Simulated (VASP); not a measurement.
# SiNi in VASP: single point with PBEsol

Aim: the single point of SiNi with PBEsol.

All numbers are computed with VASP 6.6.1; they aren't measurements. Logs are shortened: lines on timing, memory, paths and dates and some standing lists are left out, and cuts for length are marked.

## Step 1: The cell of the first run

The cell holds a slab with vacuum, 28 atoms: a = 5.088 Å, b = 5.528 Å, c = 25.073 Å, α = 90.00°, β = 90.00°, γ = 90.00°.

## Step 2: Single point, PBEsol

INCAR reads:

```
SYSTEM = SiNi
ALGO = Fast
DIPOL = 0.5 0.5 0.500
EDIFF = 1E-6
ENCUT = 520
GGA = PS
IDIPOL = 3
ISIF = 2
ISMEAR = 0
LASPH = .TRUE.
LCHARG = .FALSE.
LDIPOL = .TRUE.
LREAL = Auto
LWAVE = .FALSE.
NBANDS = 118
NELM = 80
PREC = Accurate
SIGMA = 0.1
```

KPOINTS reads:

```
k-points
0
G
  7 6 1
  0 0 0
```

POSCAR reads:

```
SiNi
1.0
    5.0878282939      0.0000000000      0.0000000000
    0.0000000000      5.5278301779      0.0000000000
    0.0000000000      0.0000000000     25.0733144842
Si Ni
14 14
Direct
    0.8260454931      0.5743011342      0.3016504861
    0.3260454931      0.9256988658      0.3016504861
    0.6810145201      0.0867996940      0.3667171862
    0.1810145201      0.4132003060      0.3667171862
    0.8208982013      0.5850375595      0.4330573385
    0.3208982013      0.9149624405      0.4330573385
    0.6776192297      0.0825943018      0.5000000011
    0.1776192297      0.4174056982      0.5000000011
    0.8208981908      0.5850375590      0.5669426600
    0.3208981908      0.9149624410      0.5669426600
    0.6810144927      0.0867996952      0.6332828153
    0.1810144927      0.4132003048      0.6332828153
    0.8260454649      0.5743011451      0.6983495124
    0.3260454649      0.9256988549      0.6983495124
    0.9857130479      0.1882133789      0.3047594085
    0.4857130479      0.3117866211      0.3047594085
    0.5081749210      0.6896388097      0.3669907752
    0.0081749210      0.8103611903      0.3669907752
    0.9899733092      0.1874484953      0.4343936524
    0.4899733092      0.3125515047      0.4343936524
    0.5108688538      0.6876175810      0.4999999999
    0.0108688538      0.8123824190      0.4999999999
    0.9899732859      0.1874484665      0.5656063539
    0.4899732859      0.3125515335      0.5656063539
    0.5081749053      0.6896387910      0.6330092190
    0.0081749053      0.8103612090      0.6330092190
    0.9857130223      0.1882133852      0.6952405913
    0.4857130223      0.3117866148      0.6952405913
```

Potentials or basis: VASP PAW PBE potentials, release 64 (Si, Ni).

On the command line:

```sh
cat potpaw_PBE.64/Si/POTCAR potpaw_PBE.64/Ni/POTCAR > POTCAR
mpirun -np 1 vasp_std > vasp.out
```

OUTCAR:

```text
SYSTEM = SiNi
   EDIFF = 1E-6
   ENCUT = 520
   GGA = PS
   ISIF = 2
   ISMEAR = 0
   LASPH = .TRUE.
   LREAL = Auto
   NELM = 80
   PREC = Accurate

 ion  position               nearest neighbor table
   1  0.826  0.574  0.302-  16 2.26  15 2.28  18 2.29  17 2.39   4 2.59
   2  0.326  0.926  0.302-  15 2.26  16 2.28  17 2.29  18 2.39   3 2.59
   3  0.681  0.087  0.367-  16 2.22  18 2.26  15 2.27  20 2.32  17 2.37  19 2.38   2 2.59   6 2.65
                             4 3.12   4 3.12
   4  0.181  0.413  0.367-  15 2.22  17 2.26  16 2.27  19 2.32  18 2.37  20 2.38   1 2.59   5 2.65
                             3 3.12   3 3.12
   5  0.821  0.585  0.433-  20 2.26  18 2.28  22 2.31  19 2.36  17 2.37  21 2.37   8 2.64   4 2.65
                             6 3.13   6 3.13
   6  0.321  0.915  0.433-  19 2.26  17 2.28  21 2.31  20 2.36  18 2.37  22 2.37   7 2.64   3 2.65
                             5 3.13   5 3.13
   7  0.678  0.083  0.500-  22 2.26  20 2.29  24 2.29  21 2.34  23 2.36  19 2.36  10 2.64   6 2.64
                             8 3.15   8 3.15
   8  0.178  0.417  0.500-  21 2.26  19 2.29  23 2.29  22 2.34  24 2.36  20 2.36   9 2.64   5 2.64
                             7 3.15   7 3.15
   9  0.821  0.585  0.567-  24 2.26  26 2.28  22 2.31  23 2.36  25 2.37  21 2.37   8 2.64  12 2.65
                            10 3.13  10 3.13
  10  0.321  0.915  0.567-  23 2.26  25 2.28  21 2.31  24 2.36  26 2.37  22 2.37   7 2.64  11 2.65
[... 17 lines left out ...]
  21  0.511  0.688  0.500-   8 2.26   6 2.31  10 2.31   7 2.34   9 2.37   5 2.37  22 2.64  22 2.64
                            24 2.65  20 2.65
  22  0.011  0.812  0.500-   7 2.26   5 2.31   9 2.31   8 2.34  10 2.37   6 2.37  21 2.64  21 2.64
                            23 2.65  19 2.65
  23  0.990  0.187  0.566-  10 2.26   8 2.29  12 2.32   7 2.36   9 2.36  11 2.38  24 2.64  24 2.64
                            22 2.65  26 2.69
  24  0.490  0.313  0.566-   9 2.26   7 2.29  11 2.32   8 2.36  10 2.36  12 2.38  23 2.64  23 2.64
                            21 2.65  25 2.69
  25  0.508  0.690  0.633-  12 2.26  10 2.28  14 2.29  11 2.37   9 2.37  13 2.39  28 2.61  26 2.63
                            26 2.63  24 2.69
  26  0.008  0.810  0.633-  11 2.26   9 2.28  13 2.29  12 2.37  10 2.37  14 2.39  27 2.61  25 2.63
                            25 2.63  23 2.69
  27  0.986  0.188  0.695-  12 2.22  14 2.26  11 2.27  13 2.28  26 2.61  28 2.63  28 2.63
  28  0.486  0.312  0.695-  11 2.22  13 2.26  12 2.27  14 2.28  25 2.61  27 2.63  27 2.63

  LATTYP: Found a simple orthorhombic cell.
 ALAT       =     5.0878282939
 B/A-ratio  =     1.0864812762
 C/A-ratio  =     4.9280976157

  Lattice vectors:

 A1 = (   5.0878282939,   0.0000000000,   0.0000000000)
 A2 = (   0.0000000000,   5.5278301779,   0.0000000000)
 A3 = (   0.0000000000,   0.0000000000,  25.0733144842)

Analysis of symmetry for initial positions (statically):
=====================================================================
 Subroutine PRICEL returns:
 Original cell was already a primitive cell.

 Routine SETGRP: Setting up the symmetry group for a
 simple orthorhombic supercell.

 Subroutine GETGRP returns: Found  4 space group operations
 (whereof  2 operations were pure point group operations)
 out of a pool of  8 trial point group operations.

The static configuration has the point symmetry C_1h.
 The point group associated with its full space group is C_2v.

Analysis of symmetry for dynamics (positions and initial velocities):
=====================================================================
 Subroutine PRICEL returns:
 Original cell was already a primitive cell.

 Routine SETGRP: Setting up the symmetry group for a
 simple orthorhombic supercell.

 Subroutine GETGRP returns: Found  4 space group operations
 (whereof  2 operations were pure point group operations)
 out of a pool of  8 trial point group operations.

The dynamic configuration has the point symmetry C_1h.
 The point group associated with its full space group is C_2v.

 Subroutine INISYM returns: Found  4 space group operations
 (whereof  2 operations are pure point group operations),
 and found     1 'primitive' translations

----------------------------------------------------------------------------------------

                                     Primitive cell

  volume of cell :     705.1782

  direct lattice vectors                    reciprocal lattice vectors
     5.087828294  0.000000000  0.000000000     0.196547513  0.000000000  0.000000000
     0.000000000  5.527830178  0.000000000     0.000000000  0.180902808  0.000000000
[... 83 lines left out ...]

  Shift w.r.t. Gamma in fractional coordinates (k-lattice)
     0.000000000  0.000000000  0.000000000

 Subroutine IBZKPT returns following result:
 ===========================================

 Found     16 irreducible k-points:

 Following reciprocal coordinates:
            Coordinates               Weight
  0.000000  0.000000  0.000000      1.000000
  0.142857  0.000000  0.000000      2.000000
  0.285714  0.000000  0.000000      2.000000
  0.428571  0.000000  0.000000      2.000000
  0.000000  0.166667  0.000000      2.000000
  0.142857  0.166667  0.000000      4.000000
[... 8 lines left out ...]
  0.285714  0.500000  0.000000      2.000000
  0.428571  0.500000  0.000000      2.000000
   k-points           NKPTS =     16   k-points in BZ     NKDIM =     16   number of bands    NBANDS=    118
   number of dos      NEDOS =    301   number of ions     NIONS =     28
   total plane-waves  NPLWV = 322560
   dimension x,y,z NGX =    40 NGY =   42 NGZ =  192
   dimension x,y,z NGXF=    80 NGYF=   84 NGZF=  384
   ions per type =              14  14
   NGX,Y,Z   is equivalent  to a cutoff of  13.07, 12.63, 12.73 a.u.
   NGXF,Y,Z  is equivalent  to a cutoff of  26.14, 25.26, 25.46 a.u.
 SYSTEM =  SiNi
   PREC   = accura    normal or accurate (medium, high low for compatibility)
   ISTART =      0    job   : 0-new  1-cont  2-samecut
   ICHARG =      2    charge: 1-file 2-atom 10-const
   ISPIN  =      1    spin polarized calculation?
   LNONCOLLINEAR =      F non collinear calculations
   LSORBIT =      F    spin-orbit coupling
   LASPH  =      T    aspherical Exc in radial PAW
   ENCUT  =  520.0 eV  38.22 Ry    6.18 a.u.   9.46 10.28 46.62*2*pi/ulx,y,z
   NELM   =     80;   NELMIN=  2; NELMDL= -5     # of ELM steps
   EDIFF  = 0.1E-05   stopping-criterion for ELM
   LREAL  =      T    real-space projection
   EDIFFG = 0.1E-04   stopping-criterion for IOM
   NSW    =      0    number of steps for IOM
   IBRION =     -1    ionic relax: 0-MD 1-quasi-New 2-CG
   NFREE  =      0    steps in history (QN), initial steepest desc. (CG)
   ISIF   =      2    stress and relaxation
   ISYM   =      2    0-nonsym 1-usesym 2-fastsym
   POTIM  = 0.5000    time-step for ionic-motion
   TEBEG  =    0.0;   TEEND  =   0.0 temperature during run
   PSTRESS=    0.0 pullay stress
   NELECT =     196.0000    total number of electrons
   NUPDOWN=      -1.0000    fix difference up-down
   EMIN   =  10.00;   EMAX   =-10.00  energy-range for DOS
   EFERMI =   0.00;   METHOD = LEGACY
   ISMEAR =     0;   SIGMA  =   0.10  broadening in eV -4-tet -1-fermi 0-gaus
   EFERMI_NEDOS =   21; number of points for ismear=-14 and -15
   IALGO  =     68    algorithm
   IMIX   =      4    mixing-type and parameters
     AMIX     =   0.40;   BMIX     =  1.00
     AMIX_MAG =   1.60;   BMIX_MAG =  1.00
  volume/ion in A,a.u.               =      25.18       169.96
  Fermi-wavevector in a.u.,A,eV,Ry     =   1.068384  2.018952 15.530283  1.141444
  Thomas-Fermi vector in A             =   2.204030
   LORBIT       =      0    0 simple, 1 ext, 2 COOP (PROOUT), +10 PAW based schemes
   GGA     = PS    functional components
   LHFCALC =     F    Hartree Fock is set to
   AEXX    =    0.0000 exact exchange contribution
   IVDW    =     0    specifies the selected vdW correction
   LEPSILON=     F    determine dielectric tensor
   LRPA    =     F    only Hartree local field effects (RPA)
 non-spin polarized calculation
 RMM-DIIS sequential band-by-band and
 Gauss-broadening in eV      SIGMA  =   0.10
  energy-cutoff  :      520.00
  volume of cell :      705.18
 maximum number of plane-waves:     19024
 NGX is ok and might be reduce to    40
   NGX = 19   NGY = 21   NGZ = 93

 dipolmoment           0.000000      0.000000     -0.000000 electrons x Angstroem

 number of electron     195.9999993 magnetization

 dipolmoment           0.000000      0.000000      0.000000 electrons x Angstroem

 Free energy of the ion-electron system (eV)
  ---------------------------------------------------
  ext. energy  EPLUGINS =         0.00000000
  ---------------------------------------------------
  free energy    TOTEN  =      -175.37642454 eV

  energy without entropy =     -175.32874657  energy(sigma->0) =     -175.35258556

 E-fermi :   2.4191     XC(G=0):  -6.6035

 val. band max:        2.3927996953   @ k =   0.4286   0.5000   0.0000
 cond. band min:       2.4297985172   @ k =   0.4286   0.3333   0.0000
 fundamental gap:      0.0369988220
 Fermi energy:         2.4191304433

 k-point     1 :       0.0000    0.0000    0.0000
  band No.  band energies     occupation
      1     -10.5484      2.00000
      2      -9.8351      2.00000
      3      -8.7018      2.00000
      4      -7.2144      2.00000
      5      -7.1148      2.00000
      6      -6.5572      2.00000
[... 1797 lines left out ...]
    109       4.5233      0.00000
    110       4.6733      0.00000
 [bands above 110 left out]

------------------------ aborting loop because EDIFF is reached ----------------------------------------

 vacuum level on the upper side and lower side of the slab       (xc-potential included)        -0.124        -0.125

  FORCE on cell =-STRESS in cart. coord.  units (eV):
  Direction    XX          YY          ZZ          XY          YZ          ZX
  --------------------------------------------------------------------------------------
  -------------------------------------------------------------------------------------
  Total       -0.3853364     -2.4225039      0.3894687      0.0000000      0.0000000      0.0000000
  in kB       -0.8754910     -5.5039715      0.8848797      0.0000000      0.0000000      0.0000000
  external PRESSURE =      -1.8315276 kB  Pullay stress =       0.0000000 kB

 VOLUME and BASIS-vectors are now :
 -----------------------------------------------------------------------------
  energy-cutoff  :      520.00
  volume of cell :      705.18
      direct lattice vectors                 reciprocal lattice vectors
     5.087828294  0.000000000  0.000000000     0.196547513  0.000000000  0.000000000
     0.000000000  5.527830178  0.000000000     0.000000000  0.180902808  0.000000000
     0.000000000  0.000000000 25.073314484     0.000000000  0.000000000  0.039883040

 POSITION                                       TOTAL-FORCE (eV/Angst)
 -----------------------------------------------------------------------------------
      4.20278      3.17464      7.56338         0.006943      0.022525     -0.005870
      1.65886      5.11711      7.56338         0.006943     -0.022525     -0.005870
      3.46488      0.47981      9.19482         0.001281      0.000887      0.020188
      0.92097      2.28410      9.19482         0.001281     -0.000887      0.020188
      4.17659      3.23399     10.85818        -0.007111      0.002971      0.001960
      1.63267      5.05776     10.85818        -0.007111     -0.002971      0.001960
[... 20 lines left out ...]
      5.01514      1.04041     17.43199        -0.017198     -0.015265      0.033843
      2.47122      1.72350     17.43199        -0.017198      0.015265      0.033843
 -----------------------------------------------------------------------------------
    total drift:                               -0.015240     -0.000004     -0.000030

  FREE ENERGIE OF THE ION-ELECTRON SYSTEM (eV)
  ---------------------------------------------------
  free  energy   TOTEN  =      -175.3764245432 eV

  energy  without entropy=     -175.3287465692  energy(sigma->0) =     -175.35258556

 vacuum level on the upper side and lower side of the slab         7.216         7.216
```

Wall time 78 min (1 thread of Oxide Virtual Turin-like, shared host); peak memory 1.1 GiB.

What came out:

```yaml
Free_energy: -175.3764 eV
Largest_force: 0.041 eV/Å
Band_gap_on_the_k_mesh: zero (bands 98 and 99 overlap by 1.09 eV)
```

Forces on the atoms (eV/Å):
```
Si   0.007  0.023 -0.006
Si   0.007 -0.023 -0.006
Si   0.001  0.001  0.020
Si   0.001 -0.001  0.020
Si  -0.007  0.003  0.002
Si  -0.007 -0.003  0.002
Si   0.004  0.005  0.000
Si   0.004 -0.005  0.000
Si  -0.007  0.003 -0.002
Si  -0.007 -0.003 -0.002
Si   0.001  0.001 -0.020
Si   0.001 -0.001 -0.020
Si   0.007  0.023  0.006
Si   0.007 -0.023  0.006
Ni  -0.017 -0.015 -0.034
Ni  -0.017  0.015 -0.034
Ni   0.018 -0.017  0.004
Ni   0.018  0.017  0.004
Ni  -0.010 -0.006 -0.003
Ni  -0.010  0.006 -0.003
Ni   0.012 -0.003  0.000
Ni   0.012  0.003  0.000
Ni  -0.010 -0.006  0.003
Ni  -0.010  0.006  0.003
Ni   0.018 -0.017 -0.004
Ni   0.018  0.017 -0.004
Ni  -0.017 -0.015  0.034
Ni  -0.017  0.015  0.034
```

Caveat: the PAW data sets were made with another functional, which shifts forces and pressure a little. Spin polarisation is off, so any magnetic state and its effect on volume and gap are missing.
